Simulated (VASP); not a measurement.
# Be2Cd (Pnnm) in VASP: relaxation of cell and atoms with PBE

Aim: the relaxation of cell and atoms of Be2Cd with PBE.

Everything below comes from runs of VASP 6.6.1. Logs are shortened: lines on timing, memory, paths and dates and some standing lists are left out, and cuts for length are marked.

## (1) The cell of the first run

The structure is orthorhombic, space group Pnnm (No. 58). The conventional cell has a = 4.912 Å, b = 5.061 Å, c = 3.306 Å, α = 90.00°, β = 90.00°, γ = 90.00°. Within 2.9 Å of Be (site symmetry m) lie 3 Cd at 2.13 to 2.18 Å and 1 Be at 2.83 Å. Within 2.8 Å of Cd (site symmetry 2/m) lie 6 Be at 2.13 to 2.18 Å.

## (2) Relaxation of cell and atoms, PBE

INCAR reads:

```
ALGO = Normal
EDIFF = 1E-7
EDIFFG = -0.04
ENCUT = 600
GGA = PE
IBRION = 2
ISIF = 3
ISMEAR = 0
LASPH = True
LCHARG = False
LREAL = False
LWAVE = False
NELM = 60
NSW = 90
PREC = Accurate
SIGMA = 0.1
```

KPOINTS reads:

```
k-points
0
Gamma
  4 4 6
```

POSCAR reads:

```
Be2Cd
1.0
    4.9118859136      0.0000000000      0.0000000000
    0.0000000000      5.0614465424      0.0000000000
    0.0000000000      0.0000000000      3.3060770572
Be Cd
4 2
Direct
    0.2250000000      0.8250000000      0.5000000000
    0.7250000000      0.6750000000      0.0000000000
    0.7750000000      0.1750000000      0.5000000000
    0.2750000000      0.3250000000      0.0000000000
    0.5000000000      0.5000000000      0.5000000000
    0.0000000000      0.0000000000      0.0000000000
```

Potentials or basis: VASP PAW PBE potentials, release 64 (Be, Cd).

Launch:

```
> cat potpaw_PBE.64/Be/POTCAR potpaw_PBE.64/Cd/POTCAR > POTCAR
> mpirun -np 1 vasp_std > vasp.out
```

OUTCAR:

```text
EDIFF = 1E-7
   EDIFFG = -0.04
   ENCUT = 600
   GGA = PE
   IBRION = 2
   ISIF = 3
   ISMEAR = 0
   LASPH = True
   LREAL = False
   NELM = 60
   NSW = 90
   PREC = Accurate

 ion  position               nearest neighbor table
   1  0.225  0.825  0.500-   5 2.13   6 2.18   6 2.18
   2  0.725  0.675  0.000-   6 2.13   5 2.18   5 2.18
   3  0.775  0.175  0.500-   5 2.13   6 2.18   6 2.18
   4  0.275  0.325  0.000-   6 2.13   5 2.18   5 2.18
   5  0.500  0.500  0.500-   1 2.13   3 2.13   2 2.18   4 2.18   2 2.18   4 2.18
   6  0.000  0.000  0.000-   2 2.13   4 2.13   3 2.18   1 2.18   1 2.18   3 2.18

  LATTYP: Found a simple orthorhombic cell.
 ALAT       =     3.3060770572
 B/A-ratio  =     1.4857142857
 C/A-ratio  =     1.5309523810

  Lattice vectors:

 A1 = (   0.0000000000,   0.0000000000,   3.3060770572)
 A2 = (   4.9118859136,   0.0000000000,   0.0000000000)
 A3 = (   0.0000000000,   5.0614465424,   0.0000000000)

Analysis of symmetry for initial positions (statically):
=====================================================================
 Subroutine PRICEL returns:
 Original cell was already a primitive cell.

 Routine SETGRP: Setting up the symmetry group for a
 simple orthorhombic supercell.

 Subroutine GETGRP returns: Found  8 space group operations
 (whereof  4 operations were pure point group operations)
 out of a pool of  8 trial point group operations.

The static configuration has the point symmetry C_2h.
 The point group associated with its full space group is D_2h.

Analysis of symmetry for dynamics (positions and initial velocities):
=====================================================================
 Subroutine PRICEL returns:
 Original cell was already a primitive cell.

 Routine SETGRP: Setting up the symmetry group for a
 simple orthorhombic supercell.

 Subroutine GETGRP returns: Found  8 space group operations
 (whereof  4 operations were pure point group operations)
 out of a pool of  8 trial point group operations.

The dynamic configuration has the point symmetry C_2h.
 The point group associated with its full space group is D_2h.

 Subroutine INISYM returns: Found  8 space group operations
 (whereof  4 operations are pure point group operations),
 and found     1 'primitive' translations

----------------------------------------------------------------------------------------

                                     Primitive cell

  volume of cell :      82.1932

  direct lattice vectors                    reciprocal lattice vectors
     4.911885914  0.000000000  0.000000000     0.203587790  0.000000000  0.000000000
     0.000000000  5.061446542  0.000000000     0.000000000  0.197571977  0.000000000
     0.000000000  0.000000000  3.306077057     0.000000000  0.000000000  0.302473289

  length of vectors
     4.911885914  5.061446542  3.306077057     0.203587790  0.197571977  0.302473289

  position of ions in fractional coordinates (direct lattice)
     0.225000000  0.825000000  0.500000000
     0.725000000  0.675000000  0.000000000
     0.775000000  0.175000000  0.500000000
     0.275000000  0.325000000  0.000000000
     0.500000000  0.500000000  0.500000000
     0.000000000  0.000000000  0.000000000

  ion indices of the primitive-cell ions
   primitive index   ion index
                 1           1
                 2           2
                 3           3
                 4           4
                 5           5
                 6           6

----------------------------------------------------------------------------------------

 KPOINTS: k-points

Automatic generation of k-mesh.
 Grid dimensions read from file:
 generate k-points for:    4    4    6

 Generating k-lattice:

  Cartesian coordinates                     Fractional coordinates (reciprocal lattice)
     0.050896948  0.000000000  0.000000000     0.250000000  0.000000000  0.000000000
     0.000000000  0.049392994  0.000000000     0.000000000  0.250000000  0.000000000
     0.000000000  0.000000000  0.050412215     0.000000000  0.000000000  0.166666667

  Length of vectors
     0.050896948  0.049392994  0.050412215

  Shift w.r.t. Gamma in fractional coordinates (k-lattice)
     0.000000000  0.000000000  0.000000000

 Subroutine IBZKPT returns following result:
 ===========================================

 Found     36 irreducible k-points:

 Following reciprocal coordinates:
            Coordinates               Weight
  0.000000  0.000000  0.000000      1.000000
  0.250000  0.000000  0.000000      2.000000
  0.500000  0.000000  0.000000      1.000000
  0.000000  0.250000  0.000000      2.000000
  0.250000  0.250000  0.000000      4.000000
  0.500000  0.250000  0.000000      2.000000
[... 16 lines left out ...]
  0.250000  0.250000  0.333333      8.000000
  0.500000  0.250000  0.333333      4.000000
 [... further k-points ...]
   k-points           NKPTS =     36   k-points in BZ     NKDIM =     36   number of bands    NBANDS=     20
   number of dos      NEDOS =    301   number of ions     NIONS =      6
   total plane-waves  NPLWV =  44800
   dimension x,y,z NGX =    40 NGY =   40 NGZ =   28
   dimension x,y,z NGXF=    80 NGYF=   80 NGZF=   56
   ions per type =               4   2
   NGX,Y,Z   is equivalent  to a cutoff of  13.54, 13.14, 14.08 a.u.
   NGXF,Y,Z  is equivalent  to a cutoff of  27.08, 26.28, 28.16 a.u.
 SYSTEM =  unknown system
   PREC   = accura    normal or accurate (medium, high low for compatibility)
   ISTART =      0    job   : 0-new  1-cont  2-samecut
   ICHARG =      2    charge: 1-file 2-atom 10-const
   ISPIN  =      1    spin polarized calculation?
   LNONCOLLINEAR =      F non collinear calculations
   LSORBIT =      F    spin-orbit coupling
   LASPH  =      T    aspherical Exc in radial PAW
   ENCUT  =  600.0 eV  44.10 Ry    6.64 a.u.   9.81 10.11  6.60*2*pi/ulx,y,z
   NELM   =     60;   NELMIN=  2; NELMDL= -5     # of ELM steps
   EDIFF  = 0.1E-06   stopping-criterion for ELM
   LREAL  =      F    real-space projection
   EDIFFG = -.4E-01   stopping-criterion for IOM
   NSW    =     90    number of steps for IOM
   IBRION =      2    ionic relax: 0-MD 1-quasi-New 2-CG
   NFREE  =      1    steps in history (QN), initial steepest desc. (CG)
   ISIF   =      3    stress and relaxation
   ISYM   =      2    0-nonsym 1-usesym 2-fastsym
   POTIM  = 0.5000    time-step for ionic-motion
   TEBEG  =    0.0;   TEEND  =   0.0 temperature during run
   PSTRESS=    0.0 pullay stress
   NELECT =      32.0000    total number of electrons
   NUPDOWN=      -1.0000    fix difference up-down
   EMIN   =  10.00;   EMAX   =-10.00  energy-range for DOS
   EFERMI =   0.00;   METHOD = LEGACY
   ISMEAR =     0;   SIGMA  =   0.10  broadening in eV -4-tet -1-fermi 0-gaus
   EFERMI_NEDOS =   21; number of points for ismear=-14 and -15
   IALGO  =     38    algorithm
   IMIX   =      4    mixing-type and parameters
     AMIX     =   0.40;   BMIX     =  1.00
     AMIX_MAG =   1.60;   BMIX_MAG =  1.00
  volume/ion in A,a.u.               =      13.70        92.44
  Fermi-wavevector in a.u.,A,eV,Ry     =   1.195399  2.258976 19.442434  1.428979
  Thomas-Fermi vector in A             =   2.331365
   LORBIT       =      0    0 simple, 1 ext, 2 COOP (PROOUT), +10 PAW based schemes
   GGA     = PE    functional components
   LHFCALC =     F    Hartree Fock is set to
   AEXX    =    0.0000 exact exchange contribution
   IVDW    =     0    specifies the selected vdW correction
   LEPSILON=     F    determine dielectric tensor
   LRPA    =     F    only Hartree local field effects (RPA)
 conjugate gradient relaxation of ions
 non-spin polarized calculation
 Gauss-broadening in eV      SIGMA  =   0.10
  energy-cutoff  :      600.00
  volume of cell :       82.19
 maximum number of plane-waves:      2768
 NGX is ok and might be reduce to    40
   NGX = 19   NGY = 21   NGZ = 13

--------------------------------------- Ionic step        1  -------------------------------------------

 number of electron      32.0000005 magnetization

 Free energy of the ion-electron system (eV)
  ---------------------------------------------------
  ext. energy  EPLUGINS =         0.00000000
  ---------------------------------------------------
  free energy    TOTEN  =        -7.07434761 eV

  energy without entropy =       -7.06704456  energy(sigma->0) =       -7.07069609

------------------------ aborting loop because EDIFF is reached ----------------------------------------

  FORCE on cell =-STRESS in cart. coord.  units (eV):
  Direction    XX          YY          ZZ          XY          YZ          ZX
  --------------------------------------------------------------------------------------
  -------------------------------------------------------------------------------------
  Total       14.3247916     13.1049423     16.7514430     -0.0000000      0.0000000      0.0000000
  in kB      279.2305932    255.4522884    326.5328737     -0.0000000      0.0000000      0.0000000
  external PRESSURE =     287.0719184 kB  Pullay stress =       0.0000000 kB
[... 1211 lines left out ...]
      6      -5.1224      2.00000
[... 12 lines left out ...]
     19       7.7775      0.00000
     20       7.7775      0.00000

 [... further k-points ...]

[... ionic steps 4 to 36 ...]

--------------------------------------- Ionic step       37  -------------------------------------------

 number of electron      32.0000031 magnetization

------------------------ aborting loop because EDIFF is reached ----------------------------------------

  FORCE on cell =-STRESS in cart. coord.  units (eV):
  Direction    XX          YY          ZZ          XY          YZ          ZX
  --------------------------------------------------------------------------------------
  -------------------------------------------------------------------------------------
  Total       -0.2062494     -0.0644107      0.0185098      0.0000000      0.0000000      0.0000000
  in kB       -4.0687291     -1.2706449      0.3651474      0.0000000      0.0000000      0.0000000
  external PRESSURE =      -1.6580755 kB  Pullay stress =       0.0000000 kB
[... 65 lines left out ...]
  energy  without entropy=      -13.6924994223  energy(sigma->0) =      -13.69644347

--------------------------------------- Ionic step       39  -------------------------------------------

 number of electron      32.0000031 magnetization

 Free energy of the ion-electron system (eV)
  ---------------------------------------------------
  ext. energy  EPLUGINS =         0.00000000
  ---------------------------------------------------
  free energy    TOTEN  =       -13.70293069 eV

  energy without entropy =      -13.69445024  energy(sigma->0) =      -13.69869046

 E-fermi :   4.0113     XC(G=0): -10.5598

 val. band max:        4.0080244669   @ k =   0.0000   0.0000   0.1667
 cond. band min:       4.0434177137   @ k =   0.0000   0.2500   0.0000
 fundamental gap:      0.0353932468
 Fermi energy:         4.0113434981

 k-point     1 :       0.0000    0.0000    0.0000
  band No.  band energies     occupation
      1      -6.0806      2.00000
      2      -6.0805      2.00000
      3      -5.8485      2.00000
      4      -5.3626      2.00000
      5      -5.2718      2.00000
      6      -5.1124      2.00000
[... 576 lines left out ...]
  FREE ENERGIE OF THE ION-ELECTRON SYSTEM (eV)
  ---------------------------------------------------
  free  energy   TOTEN  =       -13.7029306890 eV

  energy  without entropy=      -13.6944502397  energy(sigma->0) =      -13.69869046

 reached required accuracy - stopping structural energy minimisation
```

Wall time 29 min (1 thread of Intel Xeon Platinum 8375C at 2.90GHz (Ice Lake), shared host); peak memory 0.24 GiB.

What came out:

```
Free energy                           : -13.7029 eV
Relaxed volume                        : 13.53 Å³/atom
Relaxed cell                          : a = 7.716 Å, b = 2.763 Å, c = 3.809 Å, α = 90.00°, β = 90.00°, γ = 90.00°
Space group after relaxing (to 0.1 Å) : Immm (No. 71)
Energy gained by relaxing             : 1104.8 meV/atom
Ionic steps                           : 39
Pressure after relaxing               : -0.1 GPa
Largest force after relaxing          : 0.024 eV/Å
Band gap on the k mesh                : zero (bands 16 and 17 overlap by 1.87 eV)
```

Forces in eV/Å, atoms in the order of the input:
```
Be   0.010  0.022  0.000
Be   0.010 -0.022  0.000
Be  -0.010 -0.022  0.000
Be  -0.010  0.022  0.000
Cd   0.000  0.000  0.000
Cd   0.000  0.000  0.000
```

Stress tensor (GPa, compression positive):
```
-0.07  0.00  0.00
 0.00 -0.30  0.00
 0.00  0.00  0.05
```

Step by step:
```
step  energy change (eV)  largest force (eV/Å)  pressure (GPa)  volume (Å³)
   1              0.0000                0.5186           28.71        82.19
   2             -2.0729                0.2730           -1.21       114.96
   3             -2.0827                0.2779            0.10       111.68
   4             -2.0829                0.2769           -0.18       112.34
   5             -2.1059                0.2755           -0.24       112.29
   6             -2.1859                0.2540           -0.51       112.10
   7             -2.4470                0.3398           -0.96       111.57
   8             -3.3204                0.3681           -2.61       109.78
   9             -4.5951                0.4740           -4.22       103.18
  10             -4.7966                0.8554           -3.98        99.03
  11             -4.7599                0.6920           -4.12       100.66
  12             -4.7728                0.7053           -4.11       100.42
  13             -4.8082                0.7449           -4.09        99.69
  14             -4.8698                0.8139           -4.00        98.17
  15             -4.9714                0.8991           -3.41        94.89
  16             -5.1446                0.7768           -3.13        93.00
  17             -5.6861                0.5076           -1.65        87.02
  18             -4.7874                0.2717           14.76        73.74
  19             -5.8765                0.4889           -0.10        84.05
  20             -5.9049                0.4885            1.38        82.09
  21             -5.9620                0.4471            0.10        83.11
  22             -6.0401                0.3503           -2.97        86.14
  23             -6.1231                0.3685           -2.16        84.88
  24             -6.2353                0.4865            0.37        81.94
  25             -6.1211                0.8723            8.20        75.88
  26             -6.2541                0.5770            2.29        80.14
  27             -6.3256                0.5121            2.07        79.97
  28             -6.4457                0.3923            2.01        79.36
  29             -6.4491                0.3467            2.19        79.16
  30             -6.5100                0.2602            0.78        80.30
  31             -6.5808                0.0605           -2.58        83.74
  32             -6.6137                0.0932           -0.73        82.01
  33             -6.6140                0.0984           -0.55        81.85
  34             -6.6215                0.0703           -0.02        81.26
  35             -6.6234                0.0594            0.39        80.80
  36             -6.6247                0.0595           -0.07        81.14
  37             -6.6248                0.0611           -0.17        81.22
  38             -6.6260                0.0520           -0.14        81.21
  39             -6.6286                0.0243           -0.11        81.20
```

Final structure:
```xyz
6
Lattice="7.7162 0.0000 0.0000 0.0000 2.7626 0.0000 0.0000 0.0000 3.8094" Properties=species:S:1:pos:R:3 pbc="T T T"
Be    1.7045    2.7460    1.9047
Be    5.5626    1.3980    0.0000
Be    6.0116    0.0166    1.9047
Be    2.1535    1.3647    0.0000
Cd    3.8581    1.3813    1.9047
Cd    0.0000    0.0000    0.0000
```

Caveat: a cell axis changed by over 15 % at a fixed basis, so the end point is rough.

The gap in the log of VASP goes by the Fermi energy; the results here count the filled bands.